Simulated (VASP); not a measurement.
# K2S (Fm-3m) in VASP: further runs

The runs below take K2S through single point, with PBE.

All numbers are computed with VASP 6.6.1; they aren't measurements. Logs are shortened: lines on timing, memory, paths and dates and some standing lists are left out, and cuts for length are marked.

### 1 The cell of the first run

The structure is cubic, space group Fm-3m (No. 225). The conventional cell has a = 7.391 Å, b = 7.391 Å, c = 7.391 Å, α = 90.00°, β = 90.00°, γ = 90.00°. K (site symmetry -43m) has 4 S at 3.20 Å and 6 K at 3.70 Å within 4.2 Å. Within 4.2 Å of S (site symmetry m-3m) lie 8 K at 3.20 Å.

### 2 Single point, PBE

Input file INCAR:

```
SYSTEM = K2S
ALGO = Normal
EDIFF = 1E-6
ENCUT = 500
GGA = PE
GGA_COMPAT = .False.
ISIF = 2
ISMEAR = -1
LASPH = .True.
LCHARG = .True.
LELF = .True.
LREAL = .False.
LVHAR = .True.
LWAVE = .False.
NBANDS = 19
NELM = 120
PREC = Accurate
SIGMA = 0.0272
```

Input file KPOINTS:

```
k-points
0
Gamma
  5 5 5
  0 0 0
```

Input file POSCAR:

```
K2S
1.0
    0.0000000000      3.6955000000      3.6955000000
    3.6955000000      0.0000000000      3.6955000000
    3.6955000000      3.6955000000      0.0000000000
K S
2 1
Direct
    0.2500000000      0.2500000000      0.2500000000
    0.7500000000      0.7500000000      0.7500000000
    0.0000000000      0.0000000000      0.0000000000
```

Potentials or basis: VASP PAW PBE potentials, release 64 (K_sv, S).

Command:

```
$ cat potpaw_PBE.64/K_sv/POTCAR potpaw_PBE.64/S/POTCAR > POTCAR
$ mpirun -np 1 vasp_std > vasp.out
```

OUTCAR:

```text
SYSTEM = K2S
   EDIFF = 1E-6
   ENCUT = 500
   GGA = PE
   ISIF = 2
   ISMEAR = -1
   LASPH = .True.
   LREAL = .False.
   NELM = 120
   PREC = Accurate

 ion  position               nearest neighbor table
   1  0.250  0.250  0.250-   3 3.20   3 3.20   3 3.20   3 3.20   2 3.70   2 3.70   2 3.70   2 3.70
                             2 3.70   2 3.70
   2  0.750  0.750  0.750-   3 3.20   3 3.20   3 3.20   3 3.20   1 3.70   1 3.70   1 3.70   1 3.70
                             1 3.70   1 3.70
   3  0.000  0.000  0.000-   1 3.20   2 3.20   2 3.20   2 3.20   2 3.20   1 3.20   1 3.20   1 3.20

  LATTYP: Found a face centered cubic cell.
 ALAT       =     7.3910000000

  Lattice vectors:

 A1 = (   0.0000000000,   3.6955000000,   3.6955000000)
 A2 = (   3.6955000000,   0.0000000000,   3.6955000000)
 A3 = (   3.6955000000,   3.6955000000,   0.0000000000)

Analysis of symmetry for initial positions (statically):
=====================================================================
 Subroutine PRICEL returns:
 Original cell was already a primitive cell.

 Routine SETGRP: Setting up the symmetry group for a
 face centered cubic supercell.

 Subroutine GETGRP returns: Found 48 space group operations
 (whereof 48 operations were pure point group operations)
 out of a pool of 48 trial point group operations.

The static configuration has the point symmetry O_h .

Analysis of symmetry for dynamics (positions and initial velocities):
=====================================================================
 Subroutine PRICEL returns:
 Original cell was already a primitive cell.

 Routine SETGRP: Setting up the symmetry group for a
 face centered cubic supercell.

 Subroutine GETGRP returns: Found 48 space group operations
 (whereof 48 operations were pure point group operations)
 out of a pool of 48 trial point group operations.

The dynamic configuration has the point symmetry O_h .

 Subroutine INISYM returns: Found 48 space group operations
 (whereof 48 operations are pure point group operations),
 and found     1 'primitive' translations

----------------------------------------------------------------------------------------

                                     Primitive cell

  volume of cell :     100.9368

  direct lattice vectors                    reciprocal lattice vectors
     0.000000000  3.695500000  3.695500000    -0.135299689  0.135299689  0.135299689
     3.695500000  0.000000000  3.695500000     0.135299689 -0.135299689  0.135299689
     3.695500000  3.695500000  0.000000000     0.135299689  0.135299689 -0.135299689

  length of vectors
     5.226226220  5.226226220  5.226226220     0.234345935  0.234345935  0.234345935

  position of ions in fractional coordinates (direct lattice)
     0.250000000  0.250000000  0.250000000
     0.750000000  0.750000000  0.750000000
     0.000000000  0.000000000  0.000000000

  ion indices of the primitive-cell ions
   primitive index   ion index
                 1           1
                 2           2
                 3           3

----------------------------------------------------------------------------------------

 KPOINTS: k-points

Automatic generation of k-mesh.
 Grid dimensions read from file:
 generate k-points for:    5    5    5

 Generating k-lattice:

  Cartesian coordinates                     Fractional coordinates (reciprocal lattice)
    -0.027059938  0.027059938  0.027059938     0.200000000  0.000000000  0.000000000
     0.027059938 -0.027059938  0.027059938     0.000000000  0.200000000  0.000000000
     0.027059938  0.027059938 -0.027059938     0.000000000  0.000000000  0.200000000

  Length of vectors
     0.046869187  0.046869187  0.046869187

  Shift w.r.t. Gamma in fractional coordinates (k-lattice)
     0.000000000  0.000000000  0.000000000

 Subroutine IBZKPT returns following result:
 ===========================================

 Found     10 irreducible k-points:

 Following reciprocal coordinates:
            Coordinates               Weight
  0.000000  0.000000  0.000000      1.000000
  0.200000  0.000000  0.000000      8.000000
  0.400000  0.000000  0.000000      8.000000
  0.200000  0.200000  0.000000      6.000000
  0.400000  0.200000  0.000000     24.000000
 -0.400000  0.200000  0.000000     24.000000
 -0.200000  0.200000  0.000000     12.000000
  0.400000  0.400000  0.000000      6.000000
 -0.400000  0.400000  0.000000     12.000000
 -0.400000  0.400000  0.200000     24.000000
   k-points           NKPTS =     10   k-points in BZ     NKDIM =     10   number of bands    NBANDS=     19
   number of dos      NEDOS =    301   number of ions     NIONS =      3
   total plane-waves  NPLWV =  64000
   dimension x,y,z NGX =    40 NGY =   40 NGZ =   40
   dimension x,y,z NGXF=    80 NGYF=   80 NGZF=   80
   ions per type =               2   1
   NGX,Y,Z   is equivalent  to a cutoff of  12.72, 12.72, 12.72 a.u.
   NGXF,Y,Z  is equivalent  to a cutoff of  25.45, 25.45, 25.45 a.u.
 SYSTEM =  K2S
   PREC   = accura    normal or accurate (medium, high low for compatibility)
   ISTART =      0    job   : 0-new  1-cont  2-samecut
   ICHARG =      2    charge: 1-file 2-atom 10-const
   ISPIN  =      1    spin polarized calculation?
   LNONCOLLINEAR =      F non collinear calculations
   LSORBIT =      F    spin-orbit coupling
   LASPH  =      T    aspherical Exc in radial PAW
   ENCUT  =  500.0 eV  36.75 Ry    6.06 a.u.   9.53  9.53  9.53*2*pi/ulx,y,z
   NELM   =    120;   NELMIN=  2; NELMDL= -5     # of ELM steps
   EDIFF  = 0.1E-05   stopping-criterion for ELM
   LREAL  =      F    real-space projection
   EDIFFG = 0.1E-04   stopping-criterion for IOM
   NSW    =      0    number of steps for IOM
   IBRION =     -1    ionic relax: 0-MD 1-quasi-New 2-CG
   NFREE  =      0    steps in history (QN), initial steepest desc. (CG)
   ISIF   =      2    stress and relaxation
   ISYM   =      2    0-nonsym 1-usesym 2-fastsym
   POTIM  = 0.5000    time-step for ionic-motion
   TEBEG  =    0.0;   TEEND  =   0.0 temperature during run
   PSTRESS=    0.0 pullay stress
   NELECT =      24.0000    total number of electrons
   NUPDOWN=      -1.0000    fix difference up-down
   EMIN   =  10.00;   EMAX   =-10.00  energy-range for DOS
   EFERMI =   0.00;   METHOD = LEGACY
   ISMEAR =    -1;   SIGMA  =   0.03  broadening in eV -4-tet -1-fermi 0-gaus
   EFERMI_NEDOS =   21; number of points for ismear=-14 and -15
   IALGO  =     38    algorithm
   IMIX   =      4    mixing-type and parameters
     AMIX     =   0.40;   BMIX     =  1.00
     AMIX_MAG =   1.60;   BMIX_MAG =  1.00
  volume/ion in A,a.u.               =      33.65       227.05
  Fermi-wavevector in a.u.,A,eV,Ry     =   1.014212  1.916583 13.995304  1.028626
  Thomas-Fermi vector in A             =   2.147426
   LORBIT       =      0    0 simple, 1 ext, 2 COOP (PROOUT), +10 PAW based schemes
   GGA     = PE    functional components
   LHFCALC =     F    Hartree Fock is set to
   AEXX    =    0.0000 exact exchange contribution
   IVDW    =     0    specifies the selected vdW correction
   LEPSILON=     F    determine dielectric tensor
   LRPA    =     F    only Hartree local field effects (RPA)
 non-spin polarized calculation
  energy-cutoff  :      500.00
  volume of cell :      100.94
 maximum number of plane-waves:      2637
 NGX is ok and might be reduce to    40
   NGX = 19   NGY = 19   NGZ = 19

 number of electron      23.9999996 magnetization

 Free energy of the ion-electron system (eV)
  ---------------------------------------------------
  ext. energy  EPLUGINS =         0.00000000
  ---------------------------------------------------
  free energy    TOTEN  =        -9.41451614 eV

  energy without entropy =       -9.41451614  energy(sigma->0) =       -9.41451614

 E-fermi :   0.3294     XC(G=0):  -7.3580

 val. band max:       -0.3379169949   @ k =  -0.4000   0.4000   0.0000
 cond. band min:       2.0657587492   @ k =   0.0000   0.0000   0.0000
 fundamental gap:      2.4036757441
 Fermi energy:         0.3294278029

 k-point     1 :       0.0000    0.0000    0.0000
  band No.  band energies     occupation
      1     -29.5378      2.00000
      2     -29.4536      2.00000
      3     -13.1335      2.00000
      4     -13.1335      2.00000
      5     -13.1335      2.00000
      6     -12.8923      2.00000
[... 11 lines left out ...]
     18       7.1635      0.00000
     19       8.1045      0.00000

 k-point     2 :       0.2000    0.0000    0.0000
  band No.  band energies     occupation
      1     -29.5294      2.00000
      2     -29.4613      2.00000
      3     -13.1255      2.00000
      4     -13.1133      2.00000
      5     -13.1133      2.00000
      6     -12.9516      2.00000
[... 11 lines left out ...]
     18       7.3447      0.00000
     19       7.4455      0.00000

 k-point     3 :       0.4000    0.0000    0.0000
  band No.  band energies     occupation
      1     -29.5078      2.00000
      2     -29.4818      2.00000
      3     -13.1223      2.00000
      4     -13.0579      2.00000
      5     -13.0579      2.00000
      6     -13.0314      2.00000
[... 11 lines left out ...]
     18       7.3088      0.00000
     19       7.4458      0.00000

 k-point     4 :       0.2000    0.2000    0.0000
  band No.  band energies     occupation
      1     -29.5276      2.00000
      2     -29.4629      2.00000
      3     -13.1554      2.00000
      4     -13.1554      2.00000
      5     -13.0574      2.00000
      6     -13.0287      2.00000
[... 99 lines left out ...]
     18       7.2241      0.00000
     19       7.7172      0.00000

 k-point     9 :      -0.4000    0.4000    0.0000
  band No.  band energies     occupation
      1     -29.5029      2.00000
      2     -29.4856      2.00000
      3     -13.3238      2.00000
      4     -13.1791      2.00000
      5     -13.1677      2.00000
      6     -12.8887      2.00000
[... 11 lines left out ...]
     18       7.2905      0.00000
     19       7.5447      0.00000

 k-point    10 :      -0.4000    0.4000    0.2000
  band No.  band energies     occupation
      1     -29.5013      2.00000
      2     -29.4874      2.00000
      3     -13.2893      2.00000
      4     -13.2054      2.00000
      5     -13.0765      2.00000
      6     -12.9823      2.00000
[... 11 lines left out ...]
     18       7.1592      0.00000
     19       7.6596      0.00000

------------------------ aborting loop because EDIFF is reached ----------------------------------------

  FORCE on cell =-STRESS in cart. coord.  units (eV):
  Direction    XX          YY          ZZ          XY          YZ          ZX
  --------------------------------------------------------------------------------------
  -------------------------------------------------------------------------------------
  Total        0.3754298      0.3754298      0.3754298      0.0000000     -0.0000000      0.0000000
  in kB        5.9592233      5.9592233      5.9592233      0.0000000     -0.0000000      0.0000000
  external PRESSURE =       5.9592233 kB  Pullay stress =       0.0000000 kB

 VOLUME and BASIS-vectors are now :
 -----------------------------------------------------------------------------
  energy-cutoff  :      500.00
  volume of cell :      100.94
      direct lattice vectors                 reciprocal lattice vectors
     0.000000000  3.695500000  3.695500000    -0.135299689  0.135299689  0.135299689
     3.695500000  0.000000000  3.695500000     0.135299689 -0.135299689  0.135299689
     3.695500000  3.695500000  0.000000000     0.135299689  0.135299689 -0.135299689

 POSITION                                       TOTAL-FORCE (eV/Angst)
 -----------------------------------------------------------------------------------
      1.84775      1.84775      1.84775        -0.000000     -0.000000     -0.000000
      5.54325      5.54325      5.54325         0.000000      0.000000      0.000000
      0.00000      0.00000      0.00000        -0.000000     -0.000000      0.000000
 -----------------------------------------------------------------------------------
    total drift:                               -0.000000     -0.000000      0.000000

  FREE ENERGIE OF THE ION-ELECTRON SYSTEM (eV)
  ---------------------------------------------------
  free  energy   TOTEN  =        -9.4145161421 eV

  energy  without entropy=       -9.4145161421  energy(sigma->0) =       -9.41451614
```

Wall time 15 s (1 thread of Intel Xeon 6975P-C (Granite Rapids), shared host); peak memory 0.23 GiB.

What came out:

| Item | Value |
| --- | --- |
| Free energy | -9.4145 eV |
| Pressure | 0.6 GPa |
| Band gap on the k mesh | 2.40 eV (least direct gap 2.59 eV) |

Levels at points of the mesh, in eV from the valence-band top:
```tsv
k point	band 9	band 10	band 11	band 12	band 13	band 14	band 15	band 16
(0.00, 0.00, 0.00)	-9.61	-0.19	-0.19	-0.19	2.40	5.48	5.48	7.50
```

Caveat: an odd mesh through Γ misses points on the zone boundary, where band edges can lie.

### 3 Single point, PBE

Input file INCAR:

```
ALGO = Normal
EDIFF = 1E-6
ENCUT = 500
GGA = PE
GGA_COMPAT = False
ISIF = 2
ISMEAR = -1
LASPH = True
LCHARG = True
LELF = True
LREAL = False
LVHAR = True
LWAVE = False
NBANDS = 19
NELM = 120
PREC = Accurate
SIGMA = 0.0272
```

Input file KPOINTS:

```
k-points
0
Gamma
  5 5 5
```

POSCAR is that of step 2.

Potentials or basis: VASP PAW PBE potentials, release 64 (K_sv, S).

Command:

```
$ cat potpaw_PBE.64/K_sv/POTCAR potpaw_PBE.64/S/POTCAR > POTCAR
$ mpirun -np 1 vasp_std > vasp.out
```

It took 15 s on 1 thread of Intel Xeon 6975P-C (Granite Rapids), shared host; peak memory 0.23 GiB.

It converged, with:

| Quantity | Value |
| --- | --- |
| Free energy | -9.4145 eV |
| Pressure | 0.6 GPa |
| Band gap on the k mesh | 2.40 eV (least direct gap 2.59 eV) |

Levels at points of the mesh, in eV from the valence-band top:
| k point | band 9 | band 10 | band 11 | band 12 | band 13 | band 14 | band 15 | band 16 |
| --- | --- | --- | --- | --- | --- | --- | --- | --- |
| (0.00, 0.00, 0.00) | -9.61 | -0.19 | -0.19 | -0.19 | 2.40 | 5.48 | 5.48 | 7.50 |

Caveat: an odd mesh through Γ misses points on the zone boundary, where band edges can lie.
